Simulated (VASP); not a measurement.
# PbO (P4/nmm) in VASP: notebook, part 2 of 2

VASP 6.6.1. The steps go on from the part before.

**3. Electric field gradients, LDA (volume scaled by 1.01)**

Input file INCAR:

```
SYSTEM = PbO
PREC = Accurate ; ENCUT = 520
EDIFF = 1E-8 ; ISMEAR = -1
SIGMA = 0.03 ; LREAL = .False.
LASPH = .True. ; NELM = 80
ALGO = Normal ; ISIF = 2
LWAVE = .False. ; LCHARG = .False.
LEFG = .True. ; NBANDS = 28
```

Input file KPOINTS:

```
regular mesh
0
Gamma
  7 7 6
  0 0 0
```

Input file POSCAR:

```
PbO
1.0
    3.9876040837      0.0000000000      0.0000000000
    0.0000000000      3.9876040837      0.0000000000
    0.0000000000      0.0000000000      5.0386845080
Pb O
2 2
Direct
    0.0000000000      0.5000000000      0.2351000000
    0.5000000000      0.0000000000      0.7649000000
    0.0000000000      0.0000000000      0.0000000000
    0.5000000000      0.5000000000      0.0000000000
```

Potentials or basis: VASP PAW LDA potentials, release 64 (Pb_d, O).

Started as:

```sh
$ cat potpaw_LDA.64/Pb_d/POTCAR potpaw_LDA.64/O/POTCAR > POTCAR
$ mpirun -np 1 vasp_std > vasp.out
```

OUTCAR:

```text
SYSTEM = PbO
   PREC = Accurate
   ENCUT = 520
   EDIFF = 1E-8
   ISMEAR = -1
   LREAL = .False.
   LASPH = .True.
   NELM = 80
   ISIF = 2

 ion  position               nearest neighbor table
   1  0.000  0.500  0.235-   3 2.32   4 2.32   3 2.32   4 2.32   2 3.68   2 3.68   2 3.68   2 3.68
                             2 3.88   2 3.88   2 3.88   2 3.88
   2  0.500  0.000  0.765-   3 2.32   4 2.32   4 2.32   3 2.32   1 3.68   1 3.68   1 3.68   1 3.68
                             1 3.88   1 3.88   1 3.88   1 3.88
   3  0.000  0.000  0.000-   1 2.32   2 2.32   1 2.32   2 2.32
   4  0.500  0.500  0.000-   1 2.32   2 2.32   2 2.32   1 2.32

  LATTYP: Found a simple tetragonal cell.
 ALAT       =     3.9876040837
 C/A-ratio  =     1.2635869565

[... 976 lines left out ...]
---------------------------------------------------------------------
   1     111.074   111.074  -222.147    -0.000     0.000     0.000
   2     111.074   111.074  -222.147    -0.000     0.000     0.000
   3       1.393     1.393    -2.785     0.000     0.000     0.000
   4       1.393     1.393    -2.785     0.000     0.000    -0.000
---------------------------------------------------------------------

 Electric field gradients after diagonalization (V/A^2)
 (convention: |V_zz| > |V_xx| > |V_yy|)
----------------------------------------------------------------------
 ion       V_xx      V_yy      V_zz     asymmetry (V_yy - V_xx)/ V_zz
----------------------------------------------------------------------
   1     111.074   111.074  -222.147       0.000
   2     111.074   111.074  -222.147       0.000
   3       1.393     1.393    -2.785       0.000
   4       1.393     1.393    -2.785       0.000
----------------------------------------------------------------------

           NMR quadrupolar parameters

 Cq : quadrupolar parameter    Cq=e*Q*V_zz/h
 eta: asymmetry parameters     (V_yy - V_xx)/ V_zz
 Q  : nuclear electric quadrupole moment in mb (millibarn)
----------------------------------------------------------------------
 ion       Cq(MHz)       eta       Q (mb)
----------------------------------------------------------------------
   1      -0.537       0.000       1.000
   2      -0.537       0.000       1.000
   3      -0.007       0.000       1.000
   4      -0.007       0.000       1.000
----------------------------------------------------------------------
```

OSZICAR:

```text
N       E                     dE             d eps       ncg     rms          rms(c)
DAV:   1     0.463386778570E+03    0.46339E+03   -0.19706E+04  2240   0.169E+03
DAV:   2     0.336155946884E+02   -0.42977E+03   -0.41298E+03  2300   0.450E+02
DAV:   3    -0.259722362778E+02   -0.59588E+02   -0.57868E+02  2872   0.181E+02
DAV:   4    -0.287568409862E+02   -0.27846E+01   -0.27733E+01  2636   0.408E+01
DAV:   5    -0.288368785930E+02   -0.80038E-01   -0.80029E-01  2568   0.758E+00    0.119E+01
DAV:   6    -0.246950899066E+02    0.41418E+01   -0.24076E+01  3328   0.393E+01    0.549E+00
DAV:   7    -0.244546523844E+02    0.24044E+00   -0.29156E+00  2792   0.122E+01    0.241E+00
DAV:   8    -0.243961820034E+02    0.58470E-01   -0.59414E-01  2432   0.476E+00    0.810E-01
DAV:   9    -0.243840231684E+02    0.12159E-01   -0.56796E-02  3584   0.192E+00    0.252E-01
DAV:  10    -0.243846363753E+02   -0.61321E-03   -0.11666E-02  2632   0.736E-01    0.824E-02
DAV:  11    -0.243844271370E+02    0.20924E-03   -0.18746E-03  3768   0.347E-01    0.602E-02
DAV:  12    -0.243843808232E+02    0.46314E-04   -0.21329E-04  3368   0.139E-01    0.246E-02
DAV:  13    -0.243843745057E+02    0.63175E-05   -0.44104E-05  2376   0.408E-02    0.315E-03
DAV:  14    -0.243843746407E+02   -0.13493E-06   -0.12043E-06  3204   0.107E-02    0.186E-03
DAV:  15    -0.243843745793E+02    0.61314E-07   -0.18634E-07  2672   0.293E-03    0.254E-04
DAV:  16    -0.243843745790E+02    0.31469E-09   -0.78953E-09  1480   0.140E-03
   1 F= -.24384375E+02 E0= -.24384375E+02  d E =-.575310E-11
```

stdout:

```text
POSCAR found type information on POSCAR PbO
 POSCAR found :  2 types and       4 ions
 scaLAPACK will be used
 LDA part: xc-table for (Slater(with rela. corr.)+CA(PZ))
 , standard interpolation
 POSCAR, INCAR and KPOINTS ok, starting setup
 FFT: planning ... GRIDC
 FFT: planning ... GRID_SOFT
 FFT: planning ... GRID
 WAVECAR not read
 entering main loop
ion   1

ion   2

ion   3

ion   4
```

Run time: 67 s. Hardware: 1 thread of Intel Xeon Platinum 8559C (Emerald Rapids), shared host; peak memory 0.2 GiB.

What came out:

| Property | Result |
| --- | --- |
| Free energy | -24.3844 eV |
| Pressure | -2.4 GPa |
| Largest force | 0.229 eV/Å |
| Band gap on the k mesh | 1.46 eV, indirect (least direct gap 2.21 eV) |

Forces in eV/Å, atoms in the order of the input:
```
Pb   0.000  0.000 -0.229
Pb   0.000  0.000  0.229
O    0.000  0.000  0.000
O    0.000  0.000  0.000
```

Electric field gradients, principal values (V/Å²):
```
atom    least   middle  greatest (by size)
1 Pb  111.074  111.074            -222.147
2 Pb  111.074  111.074            -222.147
 3 O    1.393    1.393              -2.785
 4 O    1.393    1.393              -2.785
```

Caveat: without QUAD_EFG the Cq values of the log hold for a quadrupole moment of 1 mb, not for the nuclei; spin-orbit coupling is left out, which moves the levels of the heavy elements. A k mesh can miss the band edges.

**4. Electric field gradients, LDA (volume scaled by 1.04)**

Input file INCAR:

```
ALGO = Normal ; EDIFF = 1E-8
ENCUT = 520 ; GGA = CA
ISIF = 2 ; ISMEAR = -1
LASPH = T ; LCHARG = F
LEFG = T ; LREAL = F
LWAVE = F ; NBANDS = 28
NELM = 60 ; PREC = Accurate
SIGMA = 0.03
```

Input file KPOINTS:

```
k-points
0
Gamma
  7 7 6
```

Input file POSCAR:

```
PbO
1.0
    4.0267007345      0.0000000000      0.0000000000
    0.0000000000      4.0267007345      0.0000000000
    0.0000000000      0.0000000000      5.0880865260
Pb O
2 2
Direct
    0.0000000000      0.5000000000      0.2351000000
    0.5000000000      0.0000000000      0.7649000000
    0.0000000000      0.0000000000      0.0000000000
    0.5000000000      0.5000000000      0.0000000000
```

Potentials or basis: VASP PAW LDA potentials, release 64 (Pb_d, O).

Started as:

```sh
$ cat potpaw_LDA.64/Pb_d/POTCAR potpaw_LDA.64/O/POTCAR > POTCAR
$ mpirun -np 1 vasp_std > vasp.out
```

OUTCAR:

```text
EDIFF = 1E-8
   ENCUT = 520
   GGA = CA
   ISIF = 2
   ISMEAR = -1
   LASPH = T
   LREAL = F
   NELM = 60
   PREC = Accurate

 ion  position               nearest neighbor table
   1  0.000  0.500  0.235-   3 2.34   4 2.34   3 2.34   4 2.34   2 3.72   2 3.72   2 3.72   2 3.72
                             2 3.92   2 3.92   2 3.92   2 3.92
   2  0.500  0.000  0.765-   3 2.34   4 2.34   4 2.34   3 2.34   1 3.72   1 3.72   1 3.72   1 3.72
                             1 3.92   1 3.92   1 3.92   1 3.92
   3  0.000  0.000  0.000-   1 2.34   2 2.34   1 2.34   2 2.34
   4  0.500  0.500  0.000-   1 2.34   2 2.34   2 2.34   1 2.34

  LATTYP: Found a simple tetragonal cell.
 ALAT       =     4.0267007345
 C/A-ratio  =     1.2635869565

  Lattice vectors:

 A1 = (   4.0267007345,   0.0000000000,   0.0000000000)
 A2 = (   0.0000000000,   4.0267007345,   0.0000000000)
 A3 = (   0.0000000000,   0.0000000000,   5.0880865260)

Analysis of symmetry for initial positions (statically):
=====================================================================
 Subroutine PRICEL returns:
 Original cell was already a primitive cell.

 Routine SETGRP: Setting up the symmetry group for a
 simple tetragonal supercell.
[... 949 lines left out ...]
      0.00000      0.00000      0.00000         0.000000     -0.000000      0.000000
      2.01335      2.01335      0.00000         0.000000      0.000000      0.000000
 -----------------------------------------------------------------------------------
    total drift:                                0.000000      0.000000     -0.000000

  FREE ENERGIE OF THE ION-ELECTRON SYSTEM (eV)
  ---------------------------------------------------
  free  energy   TOTEN  =       -24.3339281157 eV

  energy  without entropy=      -24.3339281156  energy(sigma->0) =      -24.33392812

 Electric field gradients (V/A^2)
---------------------------------------------------------------------
 ion       V_xx      V_yy      V_zz      V_xy      V_xz      V_yz
---------------------------------------------------------------------
   1     106.270   106.270  -212.540    -0.000    -0.000     0.000
   2     106.270   106.270  -212.540    -0.000    -0.000    -0.000
   3       1.274     1.274    -2.548     0.000     0.000     0.000
   4       1.274     1.274    -2.548    -0.000     0.000    -0.000
---------------------------------------------------------------------

 Electric field gradients after diagonalization (V/A^2)
 (convention: |V_zz| > |V_xx| > |V_yy|)
----------------------------------------------------------------------
 ion       V_xx      V_yy      V_zz     asymmetry (V_yy - V_xx)/ V_zz
----------------------------------------------------------------------
   1     106.270   106.270  -212.540       0.000
   2     106.270   106.270  -212.540       0.000
   3       1.274     1.274    -2.548       0.000
   4       1.274     1.274    -2.548       0.000
----------------------------------------------------------------------

           NMR quadrupolar parameters

 Cq : quadrupolar parameter    Cq=e*Q*V_zz/h
 eta: asymmetry parameters     (V_yy - V_xx)/ V_zz
 Q  : nuclear electric quadrupole moment in mb (millibarn)
----------------------------------------------------------------------
 ion       Cq(MHz)       eta       Q (mb)
----------------------------------------------------------------------
   1      -0.514       0.000       1.000
   2      -0.514       0.000       1.000
   3      -0.006       0.000       1.000
   4      -0.006       0.000       1.000
----------------------------------------------------------------------
```

OSZICAR:

```text
N       E                     dE             d eps       ncg     rms          rms(c)
DAV:   1     0.463952840793E+03    0.46395E+03   -0.19644E+04  2240   0.168E+03
DAV:   2     0.324985224636E+02   -0.43145E+03   -0.41443E+03  2312   0.445E+02
DAV:   3    -0.261237694879E+02   -0.58622E+02   -0.57209E+02  2836   0.180E+02
DAV:   4    -0.287855644482E+02   -0.26618E+01   -0.26508E+01  2612   0.403E+01
DAV:   5    -0.288644125841E+02   -0.78848E-01   -0.78840E-01  2524   0.744E+00    0.120E+01
DAV:   6    -0.246951652877E+02    0.41692E+01   -0.25087E+01  3296   0.388E+01    0.578E+00
DAV:   7    -0.244081867614E+02    0.28698E+00   -0.31478E+00  2820   0.126E+01    0.243E+00
DAV:   8    -0.243439776132E+02    0.64209E-01   -0.63002E-01  2384   0.481E+00    0.788E-01
DAV:   9    -0.243337793493E+02    0.10198E-01   -0.51172E-02  3492   0.182E+00    0.278E-01
DAV:  10    -0.243341610709E+02   -0.38172E-03   -0.12214E-02  2628   0.767E-01    0.761E-02
DAV:  11    -0.243339794762E+02    0.18159E-03   -0.17366E-03  3724   0.334E-01    0.591E-02
DAV:  12    -0.243339302236E+02    0.49253E-04   -0.24915E-04  3420   0.148E-01    0.151E-02
DAV:  13    -0.243339280608E+02    0.21628E-05   -0.34638E-05  2612   0.387E-02    0.267E-03
DAV:  14    -0.243339281795E+02   -0.11868E-06   -0.18391E-06  3368   0.117E-02    0.201E-03
DAV:  15    -0.243339281186E+02    0.60911E-07   -0.17321E-07  2672   0.299E-03    0.451E-04
DAV:  16    -0.243339281157E+02    0.29213E-08   -0.22756E-08  1624   0.219E-03
   1 F= -.24333928E+02 E0= -.24333928E+02  d E =-.259665E-11
```

It took 50 s on 1 thread of Intel Xeon Platinum 8559C (Emerald Rapids), shared host; peak memory 0.21 GiB.

What came out:

```yaml
Free_energy: -24.3339 eV
Pressure: -4.6 GPa
Largest_force: 0.602 eV/Å
Band_gap_on_the_k_mesh: 1.49 eV, indirect (least direct gap 2.17 eV)
```

Forces in eV/Å, atoms in the order of the input:
```
Pb   0.000  0.000 -0.602
Pb   0.000  0.000  0.602
O    0.000  0.000  0.000
O    0.000  0.000  0.000
```

Electric field gradients, principal values (V/Å²):
```
atom    least   middle  greatest (by size)
1 Pb  106.270  106.270            -212.540
2 Pb  106.270  106.270            -212.540
 3 O    1.274    1.274              -2.548
 4 O    1.274    1.274              -2.548
```

Caveat: without QUAD_EFG the Cq values of the log hold for a quadrupole moment of 1 mb, not for the nuclei; spin-orbit coupling is left out, which moves the levels of the heavy elements. A k mesh can miss the band edges.

**5. Overview**

| cell | gap on the mesh (eV) | pressure (GPa) | largest force (eV/Å) |
| --- | --- | --- | --- |
| a = 4.052, b = 4.052, c = 5.120 Å, 4 atoms | 1.52 | -5.9 | 0.83 |
| a = 3.988, b = 3.988, c = 5.039 Å, 4 atoms | 1.46 | -2.4 | 0.23 |
| a = 4.027, b = 4.027, c = 5.088 Å, 4 atoms | 1.49 | -4.6 | 0.60 |

Alike in all rows: task electric field gradients; level LDA; potentials or basis VASP PAW LDA potentials, release 64 (Pb_d, O); no spin polarisation; k mesh 7 × 7 × 6; cutoff (eV) 520; smearing fermi-dirac 0.03 eV.

Caveats: spin-orbit coupling is left out, which moves the levels of the heavy elements.

Total energies depend on the potentials used, so only differences within one code and one set of settings carry meaning.
